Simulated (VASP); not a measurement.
# Mg (I4/mmm) in VASP: further runs

Runs on Mg. Level: LDA. Tasks: single point.

All numbers are computed with VASP 6.6.1; they aren't measurements. Logs are shortened: lines on timing, memory, paths and dates and some standing lists are left out, and cuts for length are marked.

## (1) The cell of the first run

It takes space group I4/mmm (No. 139, tetragonal). Conventional cell: a = 3.597 Å, b = 3.597 Å, c = 3.345 Å, α = 90.00°, β = 90.00°, γ = 90.00°. Mg (site symmetry 4/mmm) has 14 Mg at 3.04 to 3.60 Å within 4.0 Å.

## (2) Single point, LDA

Input file INCAR:

```
PREC = Accurate ; ENCUT = 600
EDIFF = 1E-6 ; ISMEAR = -1
SIGMA = 0.05 ; LREAL = False
LASPH = True ; NELM = 120
ALGO = Normal ; ISIF = 2
LWAVE = False ; LCHARG = False
NBANDS = 7 ; GGA_COMPAT = False
```

Input file KPOINTS:

```
Automatic mesh
0
Gamma
  16 16 16
```

Input file POSCAR:

```
Mg
1.0
   -1.7982812169      1.7982812169      1.6723811563
    1.7982812169     -1.7982812169      1.6723811563
    1.7982812169      1.7982812169     -1.6723811563
Mg
1
Direct
    0.0000000000      0.0000000000      0.0000000000
```

Potentials or basis: VASP PAW LDA potentials, release 64 (Mg).

Started as:

```bash
> cat potpaw_LDA.64/Mg/POTCAR > POTCAR
> mpirun -np 1 vasp_std > vasp.out
```

OUTCAR:

```text
PREC = Accurate
   ENCUT = 600
   EDIFF = 1E-6
   ISMEAR = -1
   LREAL = False
   LASPH = True
   NELM = 120
   ISIF = 2

 ion  position               nearest neighbor table
   1  0.000  0.000  0.000-

  LATTYP: Found a body centered tetragonal cell.
 ALAT       =     3.5965624338
 C/A-ratio  =     0.9299886695

  Lattice vectors:

 A1 = (  -1.7982812169,   1.7982812169,   1.6723811563)
 A2 = (   1.7982812169,  -1.7982812169,   1.6723811563)
 A3 = (   1.7982812169,   1.7982812169,  -1.6723811563)

Analysis of symmetry for initial positions (statically):
=====================================================================
 Subroutine PRICEL returns:
 Original cell was already a primitive cell.

 Routine SETGRP: Setting up the symmetry group for a
 body centered tetragonal supercell.

 Subroutine GETGRP returns: Found 16 space group operations
 (whereof 16 operations were pure point group operations)
 out of a pool of 16 trial point group operations.

The static configuration has the point symmetry D_4h.

Analysis of symmetry for dynamics (positions and initial velocities):
=====================================================================
 Subroutine PRICEL returns:
 Original cell was already a primitive cell.

 Routine SETGRP: Setting up the symmetry group for a
 body centered tetragonal supercell.

 Subroutine GETGRP returns: Found 16 space group operations
 (whereof 16 operations were pure point group operations)
 out of a pool of 16 trial point group operations.

The dynamic configuration has the point symmetry D_4h.

 Subroutine INISYM returns: Found 16 space group operations
 (whereof 16 operations are pure point group operations),
 and found     1 'primitive' translations

----------------------------------------------------------------------------------------

                                     Primitive cell

  volume of cell :      21.6327

  direct lattice vectors                    reciprocal lattice vectors
    -1.798281217  1.798281217  1.672381156     0.000000000  0.278043276  0.298974907
     1.798281217 -1.798281217  1.672381156     0.278043276  0.000000000  0.298974907
     1.798281217  1.798281217 -1.672381156     0.278043276  0.278043276  0.000000000

  length of vectors
     3.043762376  3.043762376  3.043762376     0.408281836  0.408281836  0.393212571

  position of ions in fractional coordinates (direct lattice)
     0.000000000  0.000000000  0.000000000
[... 75 lines left out ...]
   NELM   =    120;   NELMIN=  2; NELMDL= -5     # of ELM steps
   EDIFF  = 0.1E-05   stopping-criterion for ELM
   LREAL  =      F    real-space projection
   EDIFFG = 0.1E-04   stopping-criterion for IOM
   NSW    =      0    number of steps for IOM
   IBRION =     -1    ionic relax: 0-MD 1-quasi-New 2-CG
   NFREE  =      0    steps in history (QN), initial steepest desc. (CG)
   ISIF   =      2    stress and relaxation
   ISYM   =      2    0-nonsym 1-usesym 2-fastsym
   POTIM  = 0.5000    time-step for ionic-motion
   TEBEG  =    0.0;   TEEND  =   0.0 temperature during run
   PSTRESS=    0.0 pullay stress
   NELECT =       2.0000    total number of electrons
   NUPDOWN=      -1.0000    fix difference up-down
   EMIN   =  10.00;   EMAX   =-10.00  energy-range for DOS
   EFERMI =   0.00;   METHOD = LEGACY
   ISMEAR =    -1;   SIGMA  =   0.05  broadening in eV -4-tet -1-fermi 0-gaus
   EFERMI_NEDOS =   21; number of points for ismear=-14 and -15
   IALGO  =     38    algorithm
   IMIX   =      4    mixing-type and parameters
     AMIX     =   0.40;   BMIX     =  1.00
     AMIX_MAG =   1.60;   BMIX_MAG =  1.00
  volume/ion in A,a.u.               =      21.63       145.98
  Fermi-wavevector in a.u.,A,eV,Ry     =   0.740255  1.398879  7.455686  0.547977
  Thomas-Fermi vector in A             =   1.834613
   LORBIT       =      0    0 simple, 1 ext, 2 COOP (PROOUT), +10 PAW based schemes
   GGA     = CA    functional components
   LHFCALC =     F    Hartree Fock is set to
   AEXX    =    0.0000 exact exchange contribution
   IVDW    =     0    specifies the selected vdW correction
   LEPSILON=     F    determine dielectric tensor
   LRPA    =     F    only Hartree local field effects (RPA)
 non-spin polarized calculation
  energy-cutoff  :      600.00
  volume of cell :       21.63
 maximum number of plane-waves:       742
   NGX = 13   NGY = 13   NGZ = 13

 number of electron       2.0000000 magnetization

 Free energy of the ion-electron system (eV)
  ---------------------------------------------------
  ext. energy  EPLUGINS =         0.00000000
  ---------------------------------------------------
  free energy    TOTEN  =        -1.78291684 eV

  energy without entropy =       -1.77973228  energy(sigma->0) =       -1.78132456

 E-fermi :   2.8505     XC(G=0):  -8.8762

 val. band max:        2.8456628395   @ k =   0.3125   0.3125   0.1250
 cond. band min:       2.8566595987   @ k =   0.3125   0.1875   0.1875
 fundamental gap:      0.0109967592
 Fermi energy:         2.8504982811

 k-point     1 :       0.0000    0.0000    0.0000
  band No.  band energies     occupation
      1      -4.3911      2.00000
      2      15.1716      0.00000
      3      16.6957      0.00000
      4      16.6957      0.00000
      5      17.4468      0.00000
      6      17.7430      0.00000
      7      17.7430      0.00000
[... 221 lines left out ...]
 k-point    24 :      -0.0625    0.0625    0.0000
  band No.  band energies     occupation
      1      -4.3001      2.00000
      2      14.1325      0.00000
      3      16.2948      0.00000
      4      16.3143      0.00000
      5      16.7316      0.00000
      6      17.7496      0.00000
      7      18.3648      0.00000

 [... further k-points ...]

------------------------ aborting loop because EDIFF is reached ----------------------------------------

  FORCE on cell =-STRESS in cart. coord.  units (eV):
  Direction    XX          YY          ZZ          XY          YZ          ZX
  --------------------------------------------------------------------------------------
  -------------------------------------------------------------------------------------
  Total       -0.0453815     -0.0453815     -0.0431189      0.0000000      0.0000000      0.0000000
  in kB       -3.3610840     -3.3610840     -3.1935073      0.0000000      0.0000000      0.0000000
  external PRESSURE =      -3.3052251 kB  Pullay stress =       0.0000000 kB

 VOLUME and BASIS-vectors are now :
 -----------------------------------------------------------------------------
  energy-cutoff  :      600.00
  volume of cell :       21.63
      direct lattice vectors                 reciprocal lattice vectors
    -1.798281217  1.798281217  1.672381156     0.000000000  0.278043276  0.298974907
     1.798281217 -1.798281217  1.672381156     0.278043276  0.000000000  0.298974907
     1.798281217  1.798281217 -1.672381156     0.278043276  0.278043276  0.000000000

 POSITION                                       TOTAL-FORCE (eV/Angst)
 -----------------------------------------------------------------------------------
      0.00000      0.00000      0.00000         0.000000      0.000000      0.000000
 -----------------------------------------------------------------------------------
    total drift:                                0.000000      0.000000      0.000000

  FREE ENERGIE OF THE ION-ELECTRON SYSTEM (eV)
  ---------------------------------------------------
  free  energy   TOTEN  =        -1.7829168366 eV

  energy  without entropy=       -1.7797322786  energy(sigma->0) =       -1.78132456
```

OSZICAR:

```text
N       E                     dE             d eps       ncg     rms          rms(c)
DAV:   1    -0.101997156253E+01   -0.10200E+01   -0.84210E+02  5138   0.216E+02
DAV:   2    -0.179190008695E+01   -0.77193E+00   -0.74877E+00  6517   0.121E+01
DAV:   3    -0.179475438918E+01   -0.28543E-02   -0.28533E-02  6202   0.827E-01
DAV:   4    -0.179475833043E+01   -0.39413E-05   -0.39410E-05  7007   0.239E-02
DAV:   5    -0.179475833618E+01   -0.57512E-08   -0.61332E-08  6279   0.624E-04    0.658E-01
DAV:   6    -0.178809809279E+01    0.66602E-02   -0.34452E-04  5509   0.902E-02    0.418E-01
DAV:   7    -0.178291984704E+01    0.51782E-02   -0.12628E-03  5173   0.167E-01    0.216E-02
DAV:   8    -0.178291726264E+01    0.25844E-05   -0.82649E-06  7336   0.151E-02    0.517E-03
DAV:   9    -0.178291683664E+01    0.42600E-06   -0.34377E-07  4837   0.248E-03
   1 F= -.17829168E+01 E0= -.17813246E+01  d E =-.318456E-02
```

Wall time 36 s (1 thread of Intel Xeon 8259CL, shared host); peak memory 0.18 GiB.

Results:

```yaml
Free_energy: -1.7829 eV
Pressure: -0.3 GPa
Band_gap_on_the_k_mesh: zero (bands 1 and 2 overlap by 4.71 eV)
```

Levels at points of the mesh, in eV from the Fermi level:
| k point | band 1 | band 2 | band 3 | band 4 | band 5 | band 6 |
| --- | --- | --- | --- | --- | --- | --- |
| (0.00, 0.00, 0.00) | -7.24 | 12.32 | 13.85 | 13.85 | 14.60 | 14.89 |
| (0.50, 0.00, 0.00) | -1.47 | -0.79 | 8.38 | 9.23 | 10.07 | 11.67 |
| (0.50, 0.50, 0.00) | -1.80 | -1.33 | 9.72 | 10.50 | 11.54 | 12.23 |
| (0.50, 0.50, 0.50) | 3.38 | 3.38 | 3.69 | 4.21 | 5.17 | 8.10 |

## (3) Single point, LDA

Input file INCAR:

```
SYSTEM = Mg
ALGO     = Normal         ! electronic algorithm
EDIFF    = 1E-6           ! SCF threshold, eV
ENCUT    = 600            ! plane-wave cutoff, eV
GGA_COMPAT= .False.      
ISIF     = 2              ! what is computed and relaxed
ISMEAR   = -1             ! smearing method
LASPH    = .True.         ! aspherical terms in the spheres
LCHARG   = .True.         ! write CHGCAR
LELF     = .True.         ! ELF
LREAL    = .False.        ! projectors in reciprocal space
LVHAR    = .True.       
LWAVE    = .False.        ! write WAVECAR
NBANDS   = 7              ! bands
NELM     = 120            ! most SCF steps
PREC     = Accurate       ! precision mode
SIGMA    = 0.05           ! smearing width, eV
```

Input file KPOINTS:

```
k-points
0
Gamma
  16 16 16
  0 0 0
```

POSCAR is that of step 2.

Potentials or basis: VASP PAW LDA potentials, release 64 (Mg).

Started as:

```bash
> cat potpaw_LDA.64/Mg/POTCAR > POTCAR
> mpirun -np 1 vasp_std > vasp.out
```

OUTCAR:

```text
SYSTEM = Mg
   EDIFF = 1E-6
   ENCUT = 600
   ISIF = 2
   ISMEAR = -1
   LASPH = .True.
   LREAL = .False.
   NELM = 120
   PREC = Accurate

 ion  position               nearest neighbor table
   1  0.000  0.000  0.000-

  LATTYP: Found a body centered tetragonal cell.
 ALAT       =     3.5965624338
 C/A-ratio  =     0.9299886695

  Lattice vectors:

 A1 = (  -1.7982812169,   1.7982812169,   1.6723811563)
 A2 = (   1.7982812169,  -1.7982812169,   1.6723811563)
 A3 = (   1.7982812169,   1.7982812169,  -1.6723811563)

Analysis of symmetry for initial positions (statically):
=====================================================================
 Subroutine PRICEL returns:
 Original cell was already a primitive cell.

 Routine SETGRP: Setting up the symmetry group for a
 body centered tetragonal supercell.

 Subroutine GETGRP returns: Found 16 space group operations
 (whereof 16 operations were pure point group operations)
 out of a pool of 16 trial point group operations.

The static configuration has the point symmetry D_4h.

Analysis of symmetry for dynamics (positions and initial velocities):
=====================================================================
 Subroutine PRICEL returns:
 Original cell was already a primitive cell.

 Routine SETGRP: Setting up the symmetry group for a
 body centered tetragonal supercell.

 Subroutine GETGRP returns: Found 16 space group operations
 (whereof 16 operations were pure point group operations)
 out of a pool of 16 trial point group operations.

The dynamic configuration has the point symmetry D_4h.

 Subroutine INISYM returns: Found 16 space group operations
 (whereof 16 operations are pure point group operations),
 and found     1 'primitive' translations

----------------------------------------------------------------------------------------

                                     Primitive cell

  volume of cell :      21.6327

  direct lattice vectors                    reciprocal lattice vectors
    -1.798281217  1.798281217  1.672381156     0.000000000  0.278043276  0.298974907
     1.798281217 -1.798281217  1.672381156     0.278043276  0.000000000  0.298974907
     1.798281217  1.798281217 -1.672381156     0.278043276  0.278043276  0.000000000

  length of vectors
     3.043762376  3.043762376  3.043762376     0.408281836  0.408281836  0.393212571

  position of ions in fractional coordinates (direct lattice)
     0.000000000  0.000000000  0.000000000

  ion indices of the primitive-cell ions
   primitive index   ion index
                 1           1

----------------------------------------------------------------------------------------

 KPOINTS: k-points

Automatic generation of k-mesh.
 Grid dimensions read from file:
 generate k-points for:   16   16   16

 Generating k-lattice:

  Cartesian coordinates                     Fractional coordinates (reciprocal lattice)
     0.000000000  0.017377705  0.018685932     0.062500000  0.000000000  0.000000000
     0.017377705  0.000000000  0.018685932     0.000000000  0.062500000  0.000000000
     0.017377705  0.017377705  0.000000000     0.000000000  0.000000000  0.062500000

  Length of vectors
     0.025517615  0.025517615  0.024575786

  Shift w.r.t. Gamma in fractional coordinates (k-lattice)
     0.000000000  0.000000000  0.000000000

 Subroutine IBZKPT returns following result:
 ===========================================

 Found    349 irreducible k-points:

 Following reciprocal coordinates:
            Coordinates               Weight
  0.000000  0.000000  0.000000      1.000000
  0.062500  0.000000  0.000000      8.000000
  0.125000  0.000000  0.000000      8.000000
  0.187500  0.000000 -0.000000      8.000000
  0.250000  0.000000  0.000000      8.000000
  0.312500  0.000000  0.000000      8.000000
[... 16 lines left out ...]
 -0.125000  0.062500  0.000000     16.000000
 -0.062500  0.062500  0.000000      4.000000
 [... further k-points ...]
   k-points           NKPTS =    349   k-points in BZ     NKDIM =    349   number of bands    NBANDS=      7
   number of dos      NEDOS =    301   number of ions     NIONS =      1
   total plane-waves  NPLWV =  13824
   dimension x,y,z NGX =    24 NGY =   24 NGZ =   24
   dimension x,y,z NGXF=    48 NGYF=   48 NGZF=   48
   ions per type =               1
   NGX,Y,Z   is equivalent  to a cutoff of  13.11, 13.11, 13.11 a.u.
   NGXF,Y,Z  is equivalent  to a cutoff of  26.22, 26.22, 26.22 a.u.
 SYSTEM =  Mg
   PREC   = accura    normal or accurate (medium, high low for compatibility)
   ISTART =      0    job   : 0-new  1-cont  2-samecut
   ICHARG =      2    charge: 1-file 2-atom 10-const
   ISPIN  =      1    spin polarized calculation?
   LNONCOLLINEAR =      F non collinear calculations
   LSORBIT =      F    spin-orbit coupling
   LASPH  =      T    aspherical Exc in radial PAW
   ENCUT  =  600.0 eV  44.10 Ry    6.64 a.u.   6.08  6.08  6.08*2*pi/ulx,y,z
   NELM   =    120;   NELMIN=  2; NELMDL= -5     # of ELM steps
   EDIFF  = 0.1E-05   stopping-criterion for ELM
   LREAL  =      F    real-space projection
   EDIFFG = 0.1E-04   stopping-criterion for IOM
   NSW    =      0    number of steps for IOM
   IBRION =     -1    ionic relax: 0-MD 1-quasi-New 2-CG
   NFREE  =      0    steps in history (QN), initial steepest desc. (CG)
   ISIF   =      2    stress and relaxation
   ISYM   =      2    0-nonsym 1-usesym 2-fastsym
   POTIM  = 0.5000    time-step for ionic-motion
   TEBEG  =    0.0;   TEEND  =   0.0 temperature during run
   PSTRESS=    0.0 pullay stress
   NELECT =       2.0000    total number of electrons
   NUPDOWN=      -1.0000    fix difference up-down
   EMIN   =  10.00;   EMAX   =-10.00  energy-range for DOS
   EFERMI =   0.00;   METHOD = LEGACY
   ISMEAR =    -1;   SIGMA  =   0.05  broadening in eV -4-tet -1-fermi 0-gaus
   EFERMI_NEDOS =   21; number of points for ismear=-14 and -15
   IALGO  =     38    algorithm
   IMIX   =      4    mixing-type and parameters
     AMIX     =   0.40;   BMIX     =  1.00
     AMIX_MAG =   1.60;   BMIX_MAG =  1.00
  volume/ion in A,a.u.               =      21.63       145.98
  Fermi-wavevector in a.u.,A,eV,Ry     =   0.740255  1.398879  7.455686  0.547977
  Thomas-Fermi vector in A             =   1.834613
   LORBIT       =      0    0 simple, 1 ext, 2 COOP (PROOUT), +10 PAW based schemes
   GGA     = CA    functional components
   LHFCALC =     F    Hartree Fock is set to
   AEXX    =    0.0000 exact exchange contribution
   IVDW    =     0    specifies the selected vdW correction
   LEPSILON=     F    determine dielectric tensor
   LRPA    =     F    only Hartree local field effects (RPA)
 non-spin polarized calculation
  energy-cutoff  :      600.00
  volume of cell :       21.63
 maximum number of plane-waves:       742
   NGX = 13   NGY = 13   NGZ = 13

 number of electron       2.0000000 magnetization

 Free energy of the ion-electron system (eV)
  ---------------------------------------------------
  ext. energy  EPLUGINS =         0.00000000
  ---------------------------------------------------
  free energy    TOTEN  =        -1.78291684 eV

  energy without entropy =       -1.77973228  energy(sigma->0) =       -1.78132456

 E-fermi :   2.8505     XC(G=0):  -8.8762

 val. band max:        2.8456628395   @ k =   0.3125   0.3125   0.1250
 cond. band min:       2.8566595987   @ k =   0.3125   0.1875   0.1875
 fundamental gap:      0.0109967592
 Fermi energy:         2.8504982811

 k-point     1 :       0.0000    0.0000    0.0000
  band No.  band energies     occupation
      1      -4.3911      2.00000
      2      15.1716      0.00000
      3      16.6957      0.00000
      4      16.6957      0.00000
      5      17.4468      0.00000
      6      17.7430      0.00000
      7      17.7430      0.00000
[... 221 lines left out ...]
 k-point    24 :      -0.0625    0.0625    0.0000
  band No.  band energies     occupation
      1      -4.3001      2.00000
      2      14.1325      0.00000
      3      16.2948      0.00000
      4      16.3143      0.00000
      5      16.7316      0.00000
      6      17.7496      0.00000
      7      18.3648      0.00000

 [... further k-points ...]

------------------------ aborting loop because EDIFF is reached ----------------------------------------

  FORCE on cell =-STRESS in cart. coord.  units (eV):
  Direction    XX          YY          ZZ          XY          YZ          ZX
  --------------------------------------------------------------------------------------
  -------------------------------------------------------------------------------------
  Total       -0.0453815     -0.0453815     -0.0431189      0.0000000      0.0000000      0.0000000
  in kB       -3.3610840     -3.3610840     -3.1935073      0.0000000      0.0000000      0.0000000
  external PRESSURE =      -3.3052251 kB  Pullay stress =       0.0000000 kB

 VOLUME and BASIS-vectors are now :
 -----------------------------------------------------------------------------
  energy-cutoff  :      600.00
  volume of cell :       21.63
      direct lattice vectors                 reciprocal lattice vectors
    -1.798281217  1.798281217  1.672381156     0.000000000  0.278043276  0.298974907
     1.798281217 -1.798281217  1.672381156     0.278043276  0.000000000  0.298974907
     1.798281217  1.798281217 -1.672381156     0.278043276  0.278043276  0.000000000

 POSITION                                       TOTAL-FORCE (eV/Angst)
 -----------------------------------------------------------------------------------
      0.00000      0.00000      0.00000         0.000000      0.000000      0.000000
 -----------------------------------------------------------------------------------
    total drift:                                0.000000      0.000000      0.000000

  FREE ENERGIE OF THE ION-ELECTRON SYSTEM (eV)
  ---------------------------------------------------
  free  energy   TOTEN  =        -1.7829168366 eV

  energy  without entropy=       -1.7797322786  energy(sigma->0) =       -1.78132456
```

Run time: 44 s. Hardware: 1 thread of Intel Xeon 8259CL, shared host; peak memory 0.18 GiB.

What came out:

| Item | Value |
| --- | --- |
| Free energy | -1.7829 eV |
| Pressure | -0.3 GPa |
| Band gap on the k mesh | zero (bands 1 and 2 overlap by 4.71 eV) |
